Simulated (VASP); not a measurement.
# CdF2 (Fm-3m) in VASP: a series of runs

Runs on CdF2. Level: PBEsol. Tasks: single point, relaxation of cell and atoms.

Program: VASP 6.6.1. These are calculated values, not measurements. Logs are shortened: lines on timing, memory, paths and dates and some standing lists are left out, and cuts for length are marked.

## Step 1: The cell of the first run

The structure is cubic, space group Fm-3m (No. 225). The conventional cell has a = 5.384 Å, b = 5.384 Å, c = 5.384 Å, α = 90.00°, β = 90.00°, γ = 90.00°. Within 3.1 Å of Cd (site symmetry m-3m) lie 8 F at 2.33 Å. F (site symmetry -43m) has 4 Cd at 2.33 Å and 6 F at 2.69 Å within 3.1 Å.

## Step 2: Single point, PBEsol

Contents of INCAR:

```
PREC = Accurate
ENCUT = 520
EDIFF = 1E-7
ISMEAR = 0
SIGMA = 0.01
LREAL = False
LASPH = True
NELM = 100
ALGO = Normal
ISIF = 2
LWAVE = False
LCHARG = False
GGA = PS
NBANDS = 20
```

Contents of KPOINTS:

```
Automatic mesh
0
Gamma
  8 8 8
```

Contents of POSCAR:

```
CdF2
1.0
    2.6921155975      2.6921155975      0.0000000000
   -2.6921155975      2.6921155975      0.0000000000
    0.0000000000      2.6921155975      2.6921155975
Cd F
1 2
Direct
    0.0000000000      0.0000000000      0.0000000000
    0.2500000000      0.7500000000      0.5000000000
    0.7500000000      0.2500000000      0.5000000000
```

Potentials or basis: VASP PAW PBE potentials, release 64 (Cd, F).

On the command line:

```console
$ cat potpaw_PBE.64/Cd/POTCAR potpaw_PBE.64/F/POTCAR > POTCAR
$ mpirun -np 1 vasp_std > vasp.out
```

OUTCAR:

```text
PREC = Accurate
   ENCUT = 520
   EDIFF = 1E-7
   ISMEAR = 0
   LREAL = False
   LASPH = True
   NELM = 100
   ISIF = 2
   GGA = PS

 ion  position               nearest neighbor table
   1  0.000  0.000  0.000-   3 2.33   2 2.33   2 2.33   3 2.33   2 2.33   3 2.33   3 2.33   2 2.33

   2  0.250  0.750  0.500-   1 2.33   1 2.33   1 2.33   1 2.33
   3  0.750  0.250  0.500-   1 2.33   1 2.33   1 2.33   1 2.33

  LATTYP: Found a face centered cubic cell.
 ALAT       =     5.3842311950

  Lattice vectors:

 A1 = (   0.0000000000,   2.6921155975,   2.6921155975)
 A2 = (   2.6921155975,   0.0000000000,   2.6921155975)
 A3 = (   2.6921155975,   2.6921155975,   0.0000000000)

Analysis of symmetry for initial positions (statically):
=====================================================================
 Subroutine PRICEL returns:
 Original cell was already a primitive cell.

 Routine SETGRP: Setting up the symmetry group for a
 face centered cubic supercell.

 Subroutine GETGRP returns: Found 48 space group operations
 (whereof 48 operations were pure point group operations)
 out of a pool of 48 trial point group operations.

The static configuration has the point symmetry O_h .

Analysis of symmetry for dynamics (positions and initial velocities):
=====================================================================
 Subroutine PRICEL returns:
 Original cell was already a primitive cell.

 Routine SETGRP: Setting up the symmetry group for a
 face centered cubic supercell.

 Subroutine GETGRP returns: Found 48 space group operations
 (whereof 48 operations were pure point group operations)
 out of a pool of 48 trial point group operations.

The dynamic configuration has the point symmetry O_h .

 Subroutine INISYM returns: Found 48 space group operations
 (whereof 48 operations are pure point group operations),
 and found     1 'primitive' translations

----------------------------------------------------------------------------------------

                                     Primitive cell

  volume of cell :      39.0221

  direct lattice vectors                    reciprocal lattice vectors
     2.692115597  2.692115597  0.000000000     0.185727537  0.185727537 -0.185727537
    -2.692115597  2.692115597  0.000000000    -0.185727537  0.185727537 -0.185727537
     0.000000000  2.692115597  2.692115597     0.000000000  0.000000000  0.371455075

  length of vectors
     3.807226389  3.807226389  3.807226389     0.321689531  0.321689531  0.371455075

  position of ions in fractional coordinates (direct lattice)
     0.000000000  0.000000000  0.000000000
     0.250000000  0.750000000  0.500000000
     0.750000000  0.250000000  0.500000000

  ion indices of the primitive-cell ions
   primitive index   ion index
                 1           1
                 2           2
                 3           3

----------------------------------------------------------------------------------------

 KPOINTS: Automatic mesh

Automatic generation of k-mesh.
 Grid dimensions read from file:
 generate k-points for:    8    8    8

 Generating k-lattice:

  Cartesian coordinates                     Fractional coordinates (reciprocal lattice)
     0.023215942  0.023215942 -0.023215942     0.125000000  0.000000000  0.000000000
    -0.023215942  0.023215942 -0.023215942     0.000000000  0.125000000  0.000000000
     0.000000000  0.000000000  0.046431884     0.000000000  0.000000000  0.125000000

  Length of vectors
     0.040211191  0.040211191  0.046431884

  Shift w.r.t. Gamma in fractional coordinates (k-lattice)
     0.000000000  0.000000000  0.000000000

 Subroutine IBZKPT returns following result:
 ===========================================

 Found     29 irreducible k-points:

 Following reciprocal coordinates:
            Coordinates               Weight
  0.000000  0.000000  0.000000      1.000000
  0.125000  0.000000  0.000000      8.000000
  0.250000  0.000000  0.000000      8.000000
  0.375000  0.000000  0.000000      8.000000
  0.500000  0.000000  0.000000      4.000000
  0.125000  0.125000  0.000000     12.000000
[... 16 lines left out ...]
  0.375000  0.250000  0.125000     48.000000
  0.500000  0.250000  0.125000     24.000000
 [... further k-points ...]
   k-points           NKPTS =     29   k-points in BZ     NKDIM =     29   number of bands    NBANDS=     20
   number of dos      NEDOS =    301   number of ions     NIONS =      3
   total plane-waves  NPLWV =  21952
   dimension x,y,z NGX =    28 NGY =   28 NGZ =   28
   dimension x,y,z NGXF=    56 NGYF=   56 NGZF=   56
   ions per type =               1   2
   NGX,Y,Z   is equivalent  to a cutoff of  12.23, 12.23, 12.23 a.u.
   NGXF,Y,Z  is equivalent  to a cutoff of  24.45, 24.45, 24.45 a.u.
 SYSTEM =  unknown system
   PREC   = accura    normal or accurate (medium, high low for compatibility)
   ISTART =      0    job   : 0-new  1-cont  2-samecut
   ICHARG =      2    charge: 1-file 2-atom 10-const
   ISPIN  =      1    spin polarized calculation?
   LNONCOLLINEAR =      F non collinear calculations
   LSORBIT =      F    spin-orbit coupling
   LASPH  =      T    aspherical Exc in radial PAW
   ENCUT  =  520.0 eV  38.22 Ry    6.18 a.u.   7.08  7.08  7.08*2*pi/ulx,y,z
   NELM   =    100;   NELMIN=  2; NELMDL= -5     # of ELM steps
   EDIFF  = 0.1E-06   stopping-criterion for ELM
   LREAL  =      F    real-space projection
   EDIFFG = 0.1E-05   stopping-criterion for IOM
   NSW    =      0    number of steps for IOM
   IBRION =     -1    ionic relax: 0-MD 1-quasi-New 2-CG
   NFREE  =      0    steps in history (QN), initial steepest desc. (CG)
   ISIF   =      2    stress and relaxation
   ISYM   =      2    0-nonsym 1-usesym 2-fastsym
   POTIM  = 0.5000    time-step for ionic-motion
   TEBEG  =    0.0;   TEEND  =   0.0 temperature during run
   PSTRESS=    0.0 pullay stress
   NELECT =      26.0000    total number of electrons
   NUPDOWN=      -1.0000    fix difference up-down
   EMIN   =  10.00;   EMAX   =-10.00  energy-range for DOS
   EFERMI =   0.00;   METHOD = LEGACY
   ISMEAR =     0;   SIGMA  =   0.01  broadening in eV -4-tet -1-fermi 0-gaus
   EFERMI_NEDOS =   21; number of points for ismear=-14 and -15
   IALGO  =     38    algorithm
   IMIX   =      4    mixing-type and parameters
     AMIX     =   0.40;   BMIX     =  1.00
     AMIX_MAG =   1.60;   BMIX_MAG =  1.00
  volume/ion in A,a.u.               =      13.01        87.78
  Fermi-wavevector in a.u.,A,eV,Ry     =   1.429867  2.702056 27.817370  2.044519
  Thomas-Fermi vector in A             =   2.549774
   LORBIT       =      0    0 simple, 1 ext, 2 COOP (PROOUT), +10 PAW based schemes
   GGA     = PS    functional components
   LHFCALC =     F    Hartree Fock is set to
   AEXX    =    0.0000 exact exchange contribution
   IVDW    =     0    specifies the selected vdW correction
   LEPSILON=     F    determine dielectric tensor
   LRPA    =     F    only Hartree local field effects (RPA)
 non-spin polarized calculation
 Gauss-broadening in eV      SIGMA  =   0.01
  energy-cutoff  :      520.00
  volume of cell :       39.02
 maximum number of plane-waves:      1067
   NGX = 15   NGY = 15   NGZ = 15

 number of electron      25.9999991 magnetization

 Free energy of the ion-electron system (eV)
  ---------------------------------------------------
  ext. energy  EPLUGINS =         0.00000000
  ---------------------------------------------------
  free energy    TOTEN  =       -11.59253375 eV

  energy without entropy =      -11.59253375  energy(sigma->0) =      -11.59253375

 E-fermi :  -1.3394     XC(G=0): -10.7198

 val. band max:       -1.4277936582   @ k =   0.5000   0.5000   0.2500
 cond. band min:       1.4826831324   @ k =   0.0000   0.0000   0.0000
 fundamental gap:      2.9104767907
 Fermi energy:        -1.3393812074

 k-point     1 :       0.0000    0.0000    0.0000
  band No.  band energies     occupation
      1     -22.1566      2.00000
      2     -21.0149      2.00000
      3      -7.0627      2.00000
      4      -7.0627      2.00000
      5      -7.0627      2.00000
      6      -5.8014      2.00000
[... 12 lines left out ...]
     19      18.2591      0.00000
     20      18.2591      0.00000

 k-point     2 :       0.1250    0.0000    0.0000
  band No.  band energies     occupation
      1     -22.1050      2.00000
      2     -21.0600      2.00000
      3      -7.0020      2.00000
      4      -7.0020      2.00000
      5      -6.8928      2.00000
      6      -5.8205      2.00000
[... 12 lines left out ...]
     19      17.8663      0.00000
     20      17.8663      0.00000

 k-point     3 :       0.2500    0.0000    0.0000
  band No.  band energies     occupation
      1     -21.9661      2.00000
      2     -21.1843      2.00000
      3      -6.8617      2.00000
      4      -6.8617      2.00000
      5      -6.4354      2.00000
      6      -5.8367      2.00000
[... 12 lines left out ...]
     19      17.2091      0.00000
     20      17.9356      0.00000

 k-point     4 :       0.3750    0.0000    0.0000
  band No.  band energies     occupation
      1     -21.7743      2.00000
      2     -21.3576      2.00000
      3      -6.7455      2.00000
      4      -6.7455      2.00000
      5      -5.8576      2.00000
      6      -5.7833      2.00000
[... 12 lines left out ...]
     19      16.7394      0.00000
     20      17.4663      0.00000

 k-point     5 :       0.5000    0.0000    0.0000
  band No.  band energies     occupation
      1     -21.6005      2.00000
      2     -21.5229      2.00000
      3      -6.7100      2.00000
      4      -6.7100      2.00000
      5      -5.7289      2.00000
      6      -5.7289      2.00000
[... 12 lines left out ...]
     19      16.5722      0.00000
     20      17.1155      0.00000
[... 353 lines left out ...]
      6      -5.6808      2.00000
[... 12 lines left out ...]
     19      17.8578      0.00000
     20      19.7736      0.00000

 k-point    22 :       0.2500    0.2500    0.1250
  band No.  band energies     occupation
      1     -21.8687      2.00000
      2     -21.2618      2.00000
      3      -6.7226      2.00000
      4      -6.6762      2.00000
      5      -6.1546      2.00000
      6      -6.0898      2.00000
[... 12 lines left out ...]
     19      17.8457      0.00000
     20      20.2458      0.00000

 k-point    23 :       0.3750    0.2500    0.1250
  band No.  band energies     occupation
      1     -21.7142      2.00000
      2     -21.3953      2.00000
      3      -6.6306      2.00000
      4      -6.5192      2.00000
      5      -6.0559      2.00000
      6      -5.8036      2.00000
[... 12 lines left out ...]
     19      17.3092      0.00000
     20      20.2733      0.00000

 k-point    24 :       0.5000    0.2500    0.1250
  band No.  band energies     occupation
      1     -21.5696      2.00000
      2     -21.5307      2.00000
      3      -6.6002      2.00000
      4      -6.4789      2.00000
      5      -5.8709      2.00000
      6      -5.8425      2.00000
[... 12 lines left out ...]
     19      17.1003      0.00000
     20      20.6552      0.00000

 [... further k-points ...]

------------------------ aborting loop because EDIFF is reached ----------------------------------------

  FORCE on cell =-STRESS in cart. coord.  units (eV):
  Direction    XX          YY          ZZ          XY          YZ          ZX
  --------------------------------------------------------------------------------------
  -------------------------------------------------------------------------------------
  Total        0.1874126      0.1874126      0.1874126      0.0000000      0.0000000     -0.0000000
  in kB        7.6948170      7.6948170      7.6948170      0.0000000      0.0000000     -0.0000000
  external PRESSURE =       7.6948170 kB  Pullay stress =       0.0000000 kB

 VOLUME and BASIS-vectors are now :
 -----------------------------------------------------------------------------
  energy-cutoff  :      520.00
  volume of cell :       39.02
      direct lattice vectors                 reciprocal lattice vectors
     2.692115597  2.692115597  0.000000000     0.185727537  0.185727537 -0.185727537
    -2.692115597  2.692115597  0.000000000    -0.185727537  0.185727537 -0.185727537
     0.000000000  2.692115597  2.692115597     0.000000000  0.000000000  0.371455075

 POSITION                                       TOTAL-FORCE (eV/Angst)
 -----------------------------------------------------------------------------------
      0.00000      0.00000      0.00000         0.000000      0.000000      0.000000
     -1.34606      4.03817      1.34606        -0.000000     -0.000000      0.000000
      1.34606      4.03817      1.34606         0.000000     -0.000000     -0.000000
 -----------------------------------------------------------------------------------
    total drift:                                0.000000      0.000000     -0.000000

  FREE ENERGIE OF THE ION-ELECTRON SYSTEM (eV)
  ---------------------------------------------------
  free  energy   TOTEN  =       -11.5925337541 eV

  energy  without entropy=      -11.5925337541  energy(sigma->0) =      -11.59253375
```

It took 13 s on 1 thread of Intel Xeon Platinum 8488C (Sapphire Rapids), shared host; peak memory 0.16 GiB.

Results:

```yaml
Free_energy: -11.5925 eV
Pressure: 0.8 GPa
Band_gap_on_the_k_mesh: 2.91 eV, indirect (least direct gap 3.40 eV)
```

Levels at points of the mesh, in eV from the valence-band top:
```
           k point  band 9  band 10  band 11  band 12  band 13  band 14  band 15  band 16  band 17  band 18
(0.00, 0.00, 0.00)   -1.00    -1.00    -0.49    -0.49    -0.49     2.91    12.51    12.51    12.51    17.41
(0.50, 0.00, 0.00)   -2.34    -1.89    -1.89    -0.39    -0.39     7.07     8.98    14.33    14.33    18.00
(0.50, 0.50, 0.00)   -3.03    -3.03    -0.51    -0.09    -0.09     7.90     9.47    11.69    14.13    14.13
```

Caveat: the PAW data sets were made with another functional, which shifts forces and pressure a little. A k mesh can miss the band edges.

## Step 3: Single point, PBEsol

Contents of INCAR:

```
SYSTEM = CdF2
PREC = Accurate ; ENCUT = 520
EDIFF = 1E-6 ; ISMEAR = -1
SIGMA = 0.1 ; LREAL = .False.
LASPH = .True. ; NELM = 100
ALGO = Normal ; ISIF = 2
LWAVE = .False. ; LCHARG = .False.
GGA = PS ; NBANDS = 20
```

Contents of KPOINTS:

```
Automatic mesh
0
Gamma
  12 12 12
  0 0 0
```

POSCAR is that of step 2.

Potentials or basis: VASP PAW PBE potentials, release 64 (Cd, F).

On the command line:

```console
$ cat potpaw_PBE.64/Cd/POTCAR potpaw_PBE.64/F/POTCAR > POTCAR
$ mpirun -np 1 vasp_std > vasp.out
```

Run time: 27 s. Hardware: 1 thread of Intel Xeon Platinum 8488C (Sapphire Rapids), shared host; peak memory 0.18 GiB.

The run converged. Its results:

```yaml
Free_energy: -11.5925 eV
Pressure: 0.8 GPa
Band_gap_on_the_k_mesh: 2.91 eV, indirect (least direct gap 3.40 eV)
```

Levels at points of the mesh, in eV from the valence-band top:
```tsv
k point	band 9	band 10	band 11	band 12	band 13	band 14	band 15	band 16	band 17	band 18
(0.00, 0.00, 0.00)	-1.00	-1.00	-0.49	-0.49	-0.49	2.91	12.51	12.51	12.51	17.41
(0.50, 0.00, 0.00)	-2.34	-1.89	-1.89	-0.39	-0.39	7.07	8.98	14.33	14.33	18.00
(0.50, 0.50, 0.00)	-3.03	-3.03	-0.51	-0.09	-0.09	7.90	9.47	11.69	14.13	14.13
```

Caveat: the PAW data sets were made with another functional, which shifts forces and pressure a little. A hybrid or GW would open this gap; PBEsol tends to underestimate it.

## Step 4: Relaxation of cell and atoms, PBEsol

This run uses another cell than the first one, of 13.03 Å³/atom, 1.002 times its volume.

Contents of INCAR:

```
SYSTEM = CdF2
PREC = Accurate
ENCUT = 600
EDIFF = 1E-7
ISMEAR = -1
SIGMA = 0.1
LREAL = .FALSE.
LASPH = .TRUE.
NELM = 60
ALGO = Normal
ISIF = 3
LWAVE = .FALSE.
LCHARG = .FALSE.
GGA = PS
IBRION = 2
NSW = 100
EDIFFG = -0.002
```

Contents of KPOINTS:

```
Automatic mesh
0
G
  12 12 12
  0 0 0
```

Contents of POSCAR:

```
CdF2
1.0
    2.6940000000      2.6940000000      0.0000000000
   -2.6940000000      2.6940000000      0.0000000000
    0.0000000000      2.6940000000      2.6940000000
Cd F
1 2
Direct
    0.0000000000      0.0000000000      0.0000000000
    0.2500000000      0.7500000000      0.5000000000
    0.7500000000      0.2500000000      0.5000000000
```

On the command line:

```console
$ cat potpaw_PBE.64/Cd/POTCAR potpaw_PBE.64/F/POTCAR > POTCAR
$ mpirun -np 1 vasp_std > vasp.out
```

Run time: 64 s. Hardware: 1 thread of Intel Xeon Platinum 8488C (Sapphire Rapids), shared host; peak memory 0.21 GiB.

The run converged. Its results:

- Free energy: -11.5969 eV
- Relaxed volume: 13.08 Å³/atom
- Relaxed cell: a = 3.814 Å, b = 3.814 Å, c = 3.814 Å, α = 60.00°, β = 60.00°, γ = 90.00°
- Space group after relaxing (to 0.05 Å): Fm-3m (No. 225)
- Energy gained by relaxing: 0.1 meV/atom
- Ionic steps: 3
- Pressure after relaxing: 0.0 GPa
- Band gap on the k mesh: 2.89 eV, indirect (least direct gap 3.39 eV)

The path:
```tsv
step	energy change (eV)	largest force (eV/Å)	pressure (GPa)	volume (Å³)
1	0.0000	0.0000	0.40	39.10
2	-0.0001	0.0000	-0.15	39.29
3	-0.0002	0.0000	0.01	39.23
```

Final structure:
```xyz
3
Lattice="2.6970 2.6970 0.0000 -2.6970 2.6970 0.0000 0.0000 2.6970 2.6970" Properties=species:S:1:pos:R:3 pbc="T T T"
Cd    0.0000    2.6970    2.6970
F    -1.3485    4.0455    1.3485
F     1.3485    4.0455    1.3485
```

Levels at points of the mesh, in eV from the valence-band top:
| k point | band 10 | band 11 | band 12 | band 13 | band 14 | band 15 | band 16 | band 17 |
| --- | --- | --- | --- | --- | --- | --- | --- | --- |
| (0.00, 0.00, 0.00) | -0.98 | -0.49 | -0.49 | -0.49 | 2.89 | 12.49 | 12.49 | 12.49 |
| (0.50, 0.00, 0.00) | -1.86 | -1.86 | -0.39 | -0.39 | 7.03 | 8.96 | 14.28 | 14.28 |
| (0.50, 0.50, 0.00) | -3.00 | -0.50 | -0.09 | -0.09 | 7.85 | 9.45 | 11.68 | 14.08 |

Caveat: the PAW data sets were made with another functional, which shifts forces and pressure a little. A k mesh can miss the band edges.

## Step 5: Summary

| task | cell | k mesh | cutoff (eV) | smearing | gap on the mesh (eV) | pressure (GPa) |
| --- | --- | --- | --- | --- | --- | --- |
| single point | a = 3.807 Å, angles 60.0, 60.0, 90.0°, 3 atoms | 8 × 8 × 8 | 520 | gaussian 0.01 eV | 2.91 | 0.8 |
| single point | a = 3.807 Å, angles 60.0, 60.0, 90.0°, 3 atoms | 12 × 12 × 12 | 520 | fermi-dirac 0.1 eV | 2.91 | 0.8 |
| relaxation of cell and atoms | relaxed from a = 3.810 Å, angles 60.0, 60.0, 90.0°, 3 atoms | 12 × 12 × 12 | 600 | fermi-dirac 0.1 eV | 2.89 | 0.0 |

Alike in all rows: level PBEsol; potentials or basis VASP PAW PBE potentials, release 64 (Cd, F); no spin polarisation.

Caveats: the PAW data sets were made with another functional, which shifts forces and pressure a little.

Absolute energies hang on the potentials; compare differences alone.
